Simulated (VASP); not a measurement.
Wanted: the native input for a VASP 6.6.1 run.

* Task: single point
* Functional: PBE
* Potentials or basis: VASP PAW PBE potentials, release 64 (Pt_sv_GW)
* Cutoff: 500 eV
* k mesh: 7 × 7 × 7
* Occupations: fermi-dirac, width 0.1 eV
* Spin: no spin polarisation
* Hubbard terms: Pt d U = 8.0 eV
* Dipole correction: no
* Second run: valence_matched
* Further INCAR settings: ALGO = Normal; EDIFF = 1e-06; NBANDS = 15

The structure of Pt lies in POSCAR:

```
Pt
1.0
    0.0000000000      3.1048950000      0.0000000000
    3.1048950000      0.0000000000      0.0000000000
    1.5524470000      1.5524470000     -2.6062300000
Pt
1
Direct
    0.0000000000      0.0000000000      0.0000000000
```

These files were run (other wordings do the same):

INCAR

```
  PREC = Accurate
  ENCUT = 500
  EDIFF = 1E-6
  ISMEAR = -1
  SIGMA = 0.1
  LREAL = F
  LASPH = T
  NELM = 200
  ALGO = Normal
  ISIF = 2
  LWAVE = F
  LCHARG = F
  LMAXMIX = 4
  LDAU = T
  LDAUTYPE = 2
  LDAUL = 2
  LDAUU = 8
  LDAUJ = 0
  LDAUPRINT = 1
  GGA = PE
  NBANDS = 15
  GGA_COMPAT = F
```

KPOINTS

```
regular mesh
0
Gamma
  7 7 7
```

Potentials or basis: VASP PAW PBE potentials, release 64 (Pt_sv_GW).

Run with:

```bash
$ cat potpaw_PBE.64/Pt_sv_GW/POTCAR > POTCAR
$ mpirun -np 1 vasp_std > vasp.out
```

Results of the run:

- Pressure: -21.5 GPa
- Band gap on the k mesh: zero (band 9 reaches 5.07 eV, above the bottom of band 10 at 1.71 eV)

Caveat: spin-orbit coupling is left out, which moves the levels of the heavy elements; U without spin polarisation on a metal has little footing; the U is typed as a test and isn't derived for this compound.

Run time: 37 s on 1 thread of AMD EPYC 7R43 64-Core Processor (Zen 3), with other jobs on the host, peak memory 0.12 GiB.
